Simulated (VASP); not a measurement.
# C (P6_3/mmc) in VASP: a series of runs

The runs below take C through single point, with r2SCAN.

Everything below comes from runs of VASP 6.6.1. Logs are shortened: lines on timing, memory, paths and dates and some standing lists are left out, and cuts for length are marked.

### 1 The cell of the first run

Symmetry: P6_3/mmc, No. 194, hexagonal system. Conventional cell: a = 2.456 Å, b = 2.456 Å, c = 7.011 Å, α = 90.00°, β = 90.00°, γ = 120.00°. C (site symmetry -6m2) has 3 C at 1.42 Å within 1.9 Å. C (site symmetry -6m2) has 3 C at 1.42 Å within 1.9 Å.

### 2 Single point, r2SCAN

POSCAR

```
C
1.0
    2.4559134450      0.0000000000      0.0000000000
   -1.2279567225      2.1268834329      0.0000000000
    0.0000000000      0.0000000000      7.0106290262
C
4
Direct
    1.0000000000      1.0000000000      0.2500000000
    0.0000000000      0.0000000000      0.7500000000
    0.3333333333      0.6666666667      0.2500000000
    0.6666666667      0.3333333333      0.7500000000
```

INCAR.step1

```
ALGO = Normal
EDIFF = 1E-4
ENCUT = 520
GGA = PE
ISMEAR = 1
LASPH = True
LCHARG = False
LREAL = False
LWAVE = True
NBANDS = 16
NELM = 100
PREC = Accurate
SIGMA = 0.2
```

INCAR.step2

```
ALGO = Normal
EDIFF = 1E-6
ENCUT = 520
ISIF = 2
ISMEAR = 1
ISTART = 1
LASPH = True
LCHARG = True
LELF = True
LMIXTAU = True
LREAL = False
LVHAR = True
LWAVE = False
METAGGA = R2SCAN
NBANDS = 16
NELM = 100
PREC = Accurate
SIGMA = 0.2
```

KPOINTS

```
k-points
0
Gamma
  15 15 5
```

Potentials or basis: VASP PAW PBE potentials, release 64 (C).

Launch:

```bash
$ cat potpaw_PBE.64/C/POTCAR > POTCAR
$ cp INCAR.step1 INCAR
$ mpirun -np 1 vasp_std > vasp.out
$ cp INCAR.step2 INCAR
$ mpirun -np 1 vasp_std > vasp.out
```

OUTCAR:

```text
EDIFF = 1E-6
   ENCUT = 520
   ISIF = 2
   ISMEAR = 1
   ISTART = 1
   LASPH = True
   LREAL = False
   METAGGA = R2SCAN
   NELM = 100
   PREC = Accurate

 ion  position               nearest neighbor table
   1  0.000  0.000  0.250-   3 1.42   3 1.42   3 1.42
   2  0.000  0.000  0.750-   4 1.42   4 1.42   4 1.42
   3  0.333  0.667  0.250-   1 1.42   1 1.42   1 1.42
   4  0.667  0.333  0.750-   2 1.42   2 1.42   2 1.42

  LATTYP: Found a hexagonal cell.
 ALAT       =     2.4559134450
 C/A-ratio  =     2.8545912481

  Lattice vectors:

 A1 = (   2.4559134450,   0.0000000000,   0.0000000000)
 A2 = (  -1.2279567225,   2.1268834329,   0.0000000000)
 A3 = (   0.0000000000,   0.0000000000,   7.0106290262)

Analysis of symmetry for initial positions (statically):
=====================================================================
 Subroutine PRICEL returns:
 Original cell was already a primitive cell.

 Routine SETGRP: Setting up the symmetry group for a
 hexagonal supercell.

 Subroutine GETGRP returns: Found 24 space group operations
 (whereof 12 operations were pure point group operations)
 out of a pool of 24 trial point group operations.

The static configuration has the point symmetry D_3d.
 The point group associated with its full space group is D_6h.

Analysis of symmetry for dynamics (positions and initial velocities):
=====================================================================
 Subroutine PRICEL returns:
 Original cell was already a primitive cell.

 Routine SETGRP: Setting up the symmetry group for a
 hexagonal supercell.

 Subroutine GETGRP returns: Found 24 space group operations
 (whereof 12 operations were pure point group operations)
 out of a pool of 24 trial point group operations.

The dynamic configuration has the point symmetry D_3d.
 The point group associated with its full space group is D_6h.

 Subroutine INISYM returns: Found 24 space group operations
 (whereof 12 operations are pure point group operations),
 and found     1 'primitive' translations

----------------------------------------------------------------------------------------

                                     Primitive cell

  volume of cell :      36.6196

  direct lattice vectors                    reciprocal lattice vectors
     2.455913445  0.000000000  0.000000000     0.407180474  0.235085756  0.000000000
    -1.227956723  2.126883433  0.000000000     0.000000000  0.470171512  0.000000000
     0.000000000  0.000000000  7.010629026     0.000000000  0.000000000  0.142640553

  length of vectors
     2.455913445  2.455913445  7.010629026     0.470171512  0.470171512  0.142640553

  position of ions in fractional coordinates (direct lattice)
     0.000000000  0.000000000  0.250000000
     0.000000000  0.000000000  0.750000000
     0.333333333  0.666666667  0.250000000
     0.666666667  0.333333333  0.750000000

  ion indices of the primitive-cell ions
   primitive index   ion index
                 1           1
                 2           2
                 3           3
                 4           4

----------------------------------------------------------------------------------------

 KPOINTS: k-points

Automatic generation of k-mesh.
 Grid dimensions read from file:
 generate k-points for:   15   15    5

 Generating k-lattice:

  Cartesian coordinates                     Fractional coordinates (reciprocal lattice)
     0.027145365  0.015672384  0.000000000     0.066666667  0.000000000  0.000000000
     0.000000000  0.031344767  0.000000000     0.000000000  0.066666667  0.000000000
     0.000000000  0.000000000  0.028528111     0.000000000  0.000000000  0.200000000

  Length of vectors
     0.031344767  0.031344767  0.028528111

  Shift w.r.t. Gamma in fractional coordinates (k-lattice)
     0.000000000  0.000000000  0.000000000

 Subroutine IBZKPT returns following result:
 ===========================================

 Found     81 irreducible k-points:

 Following reciprocal coordinates:
            Coordinates               Weight
  0.000000  0.000000  0.000000      1.000000
  0.066667  0.000000  0.000000      6.000000
  0.133333 -0.000000  0.000000      6.000000
  0.200000  0.000000  0.000000      6.000000
  0.266667 -0.000000  0.000000      6.000000
  0.333333  0.000000  0.000000      6.000000
[... 16 lines left out ...]
  0.333333  0.200000  0.000000     12.000000
  0.400000  0.200000  0.000000      6.000000
 [... further k-points ...]
   k-points           NKPTS =     81   k-points in BZ     NKDIM =     81   number of bands    NBANDS=     16
   number of dos      NEDOS =    301   number of ions     NIONS =      4
   total plane-waves  NPLWV =  17496
   dimension x,y,z NGX =    18 NGY =   18 NGZ =   54
   dimension x,y,z NGXF=    36 NGYF=   36 NGZF=  108
   ions per type =               4
   NGX,Y,Z   is equivalent  to a cutoff of  12.18, 12.18, 12.81 a.u.
   NGXF,Y,Z  is equivalent  to a cutoff of  24.37, 24.37, 25.61 a.u.
 SYSTEM =  unknown system
   PREC   = accura    normal or accurate (medium, high low for compatibility)
   ISTART =      1    job   : 0-new  1-cont  2-samecut
   ICHARG =      0    charge: 1-file 2-atom 10-const
   ISPIN  =      1    spin polarized calculation?
   LNONCOLLINEAR =      F non collinear calculations
   LSORBIT =      F    spin-orbit coupling
   LASPH  =      T    aspherical Exc in radial PAW
   ENCUT  =  520.0 eV  38.22 Ry    6.18 a.u.   4.57  4.57 13.04*2*pi/ulx,y,z
   NELM   =    100;   NELMIN=  2; NELMDL=  0     # of ELM steps
   EDIFF  = 0.1E-05   stopping-criterion for ELM
   LREAL  =      F    real-space projection
   EDIFFG = 0.1E-04   stopping-criterion for IOM
   NSW    =      0    number of steps for IOM
   IBRION =     -1    ionic relax: 0-MD 1-quasi-New 2-CG
   NFREE  =      0    steps in history (QN), initial steepest desc. (CG)
   ISIF   =      2    stress and relaxation
   ISYM   =      2    0-nonsym 1-usesym 2-fastsym
   POTIM  = 0.5000    time-step for ionic-motion
   TEBEG  =    0.0;   TEEND  =   0.0 temperature during run
   PSTRESS=    0.0 pullay stress
   NELECT =      16.0000    total number of electrons
   NUPDOWN=      -1.0000    fix difference up-down
   EMIN   =  10.00;   EMAX   =-10.00  energy-range for DOS
   EFERMI =   0.00;   METHOD = LEGACY
   ISMEAR =     1;   SIGMA  =   0.20  broadening in eV -4-tet -1-fermi 0-gaus
   EFERMI_NEDOS =   21; number of points for ismear=-14 and -15
   IALGO  =     38    algorithm
   IMIX   =      4    mixing-type and parameters
     AMIX     =   0.40;   BMIX     =  1.00
     AMIX_MAG =   1.60;   BMIX_MAG =  1.00
  volume/ion in A,a.u.               =       9.15        61.78
  Fermi-wavevector in a.u.,A,eV,Ry     =   1.242254  2.347519 20.996428  1.543194
  Thomas-Fermi vector in A             =   2.376616
   LORBIT       =      0    0 simple, 1 ext, 2 COOP (PROOUT), +10 PAW based schemes
   METAGGA = R2SCAN    functional components
   LHFCALC =     F    Hartree Fock is set to
   AEXX    =    0.0000 exact exchange contribution
   IVDW    =     0    specifies the selected vdW correction
   LEPSILON=     F    determine dielectric tensor
   LRPA    =     F    only Hartree local field effects (RPA)
 non-spin polarized calculation
 Methfessel and Paxton  Order N= 1 SIGMA  =   0.20
  energy-cutoff  :      520.00
  volume of cell :       36.62
 maximum number of plane-waves:      1008
   NGX =  9   NGY =  9   NGZ = 27

 number of electron      15.9999995 magnetization

 Free energy of the ion-electron system (eV)
  ---------------------------------------------------
  ext. energy  EPLUGINS =         0.00000000
  ---------------------------------------------------
  free energy    TOTEN  =       -39.74954713 eV

  energy without entropy =      -39.74865966  energy(sigma->0) =      -39.74925131

 E-fermi :   4.3065     XC(G=0): -10.8307

 val. band max:        4.3025805819   @ k =   0.3333   0.3333   0.2000
 cond. band min:       4.3141779255   @ k =   0.3333   0.3333   0.4000
 fundamental gap:      0.0115973436
 Fermi energy:         4.3064638467

 k-point     1 :       0.0000    0.0000    0.0000
  band No.  band energies     occupation
      1     -16.6320      2.00000
      2     -16.4228      2.00000
      3      -4.5636      2.00000
      4      -2.9580      2.00000
      5       1.0983      2.00000
      6       1.0983      2.00000
[... 8 lines left out ...]
     15      16.7555      0.00000
     16      16.9197      0.00000

 k-point     2 :       0.0667    0.0000    0.0000
  band No.  band energies     occupation
      1     -16.5196      2.00000
      2     -16.3118      2.00000
      3      -4.4276      2.00000
      4      -2.8284      2.00000
      5       0.6350      2.00000
      6       0.6542      2.00000
[... 8 lines left out ...]
     15      16.3324      0.00000
     16      16.5186      0.00000

 k-point     3 :       0.1333   -0.0000    0.0000
  band No.  band energies     occupation
      1     -16.1832      2.00000
      2     -15.9794      2.00000
      3      -4.0216      2.00000
      4      -2.4423      2.00000
      5      -0.5901      2.00000
      6      -0.5554      2.00000
[... 8 lines left out ...]
     15      15.1662      0.00000
     16      15.4313      0.00000

 k-point     4 :       0.2000    0.0000    0.0000
  band No.  band energies     occupation
      1     -15.6252      2.00000
      2     -15.4284      2.00000
      3      -3.3516      2.00000
      4      -2.2619      2.00000
      5      -2.2085      2.00000
      6      -1.8083      2.00000
[... 8 lines left out ...]
     15      16.7823      0.00000
     16      16.8160      0.00000
[... 324 lines left out ...]
 k-point    22 :       0.2667    0.2000    0.0000
  band No.  band energies     occupation
      1     -12.5902      2.00000
      2     -12.4301      2.00000
      3      -6.6601      2.00000
      4      -6.5886      2.00000
      5      -4.5089      2.00000
      6      -4.4573      2.00000
[... 8 lines left out ...]
     15      17.7133      0.00000
     16      18.2208      0.00000

 k-point    23 :       0.3333    0.2000    0.0000
  band No.  band energies     occupation
      1     -11.3719      2.00000
      2     -11.2306      2.00000
      3      -8.1784      2.00000
      4      -8.0816      2.00000
      5      -4.9744      2.00000
      6      -4.9086      2.00000
[... 8 lines left out ...]
     15      17.2845      0.00000
     16      17.7832      0.00000

 k-point    24 :       0.4000    0.2000    0.0000
  band No.  band energies     occupation
      1     -10.3843      2.00000
      2     -10.3111      2.00000
      3      -9.2222      2.00000
      4      -9.1763      2.00000
      5      -5.1193      2.00000
      6      -5.0498      2.00000
[... 8 lines left out ...]
     15      16.7330      0.00000
     16      16.8696      0.00000

 [... further k-points ...]

------------------------ aborting loop because EDIFF is reached ----------------------------------------

  FORCE on cell =-STRESS in cart. coord.  units (eV):
  Direction    XX          YY          ZZ          XY          YZ          ZX
  --------------------------------------------------------------------------------------
  -------------------------------------------------------------------------------------
  Total        0.2319806      0.2319806     -0.0032834     -0.0000000     -0.0000000      0.0000000
  in kB       10.1495913     10.1495913     -0.1436564     -0.0000000     -0.0000000      0.0000000
  external PRESSURE =       6.7185088 kB  Pullay stress =       0.0000000 kB

 VOLUME and BASIS-vectors are now :
 -----------------------------------------------------------------------------
  energy-cutoff  :      520.00
  volume of cell :       36.62
      direct lattice vectors                 reciprocal lattice vectors
     2.455913445  0.000000000  0.000000000     0.407180474  0.235085756  0.000000000
    -1.227956723  2.126883433  0.000000000     0.000000000  0.470171512  0.000000000
     0.000000000  0.000000000  7.010629026     0.000000000  0.000000000  0.142640553

 POSITION                                       TOTAL-FORCE (eV/Angst)
 -----------------------------------------------------------------------------------
      0.00000      0.00000      1.75266         0.000000      0.000000      0.000000
      0.00000      0.00000      5.25797        -0.000000     -0.000000      0.000000
     -0.00000      1.41792      1.75266        -0.000000     -0.000000     -0.000000
      1.22796      0.70896      5.25797         0.000000      0.000000      0.000000
 -----------------------------------------------------------------------------------
    total drift:                                0.000000     -0.000000      0.000000

  FREE ENERGIE OF THE ION-ELECTRON SYSTEM (eV)
  ---------------------------------------------------
  free  energy   TOTEN  =       -39.7495471327 eV

  energy  without entropy=      -39.7486596595  energy(sigma->0) =      -39.74925131
```

Wall time 68 s (1 thread of Intel Xeon 6975P-C (Granite Rapids), shared host); peak memory 0.16 GiB.

Results:

- Free energy: -39.7495 eV
- Pressure: 0.7 GPa
- Band gap on the k mesh: zero (bands 8 and 9 overlap by 0.02 eV)

Stress tensor (GPa, compression positive):
```
 1.01  0.00  0.00
 0.00  1.01  0.00
 0.00  0.00 -0.01
```

Levels at points of the mesh, in eV from the Fermi level:
```
           k point  band 6  band 7  band 8  band 9  band 10  band 11
(0.00, 0.00, 0.00)   -3.21   -3.20   -3.20    4.06     8.72     8.72
```

Caveat: the PAW data sets were made with another functional, which shifts forces and pressure a little.

### 3 Single point, r2SCAN

POSCAR is that of step 2.

INCAR.step1

```
ALGO = Normal
EDIFF = 1E-4
ENCUT = 520
GGA = PE
ISMEAR = 1
LASPH = T
LCHARG = F
LREAL = F
LWAVE = T
NBANDS = 16
NELM = 60
PREC = Accurate
SIGMA = 0.3
```

INCAR.step2

```
ALGO = Normal
EDIFF = 1E-7
ENCUT = 520
ISIF = 2
ISMEAR = 1
ISTART = 1
LASPH = T
LCHARG = F
LMIXTAU = T
LREAL = F
LWAVE = F
METAGGA = R2SCAN
NBANDS = 16
NELM = 60
PREC = Accurate
SIGMA = 0.3
```

KPOINTS is that of step 2.

Potentials or basis: VASP PAW PBE potentials, release 64 (C).

Launch:

```bash
$ cat potpaw_PBE.64/C/POTCAR > POTCAR
$ cp INCAR.step1 INCAR
$ mpirun -np 1 vasp_std > vasp.out
$ cp INCAR.step2 INCAR
$ mpirun -np 1 vasp_std > vasp.out
```

It took 76 s on 1 thread of Intel Xeon 6975P-C (Granite Rapids), shared host; peak memory 0.16 GiB.

The run converged. Its results:

```yaml
Free_energy: -39.7500 eV
Pressure: 0.7 GPa
Band_gap_on_the_k_mesh: zero (bands 8 and 9 overlap by 0.02 eV)
```

Stress tensor (GPa, compression positive):
```
 1.02  0.00  0.00
 0.00  1.02  0.00
 0.00  0.00 -0.01
```

Levels at points of the mesh, in eV from the Fermi level:
```tsv
k point	band 6	band 7	band 8	band 9	band 10	band 11
(0.00, 0.00, 0.00)	-3.21	-3.20	-3.20	4.06	8.72	8.72
```

Caveat: the PAW data sets were made with another functional, which shifts forces and pressure a little.
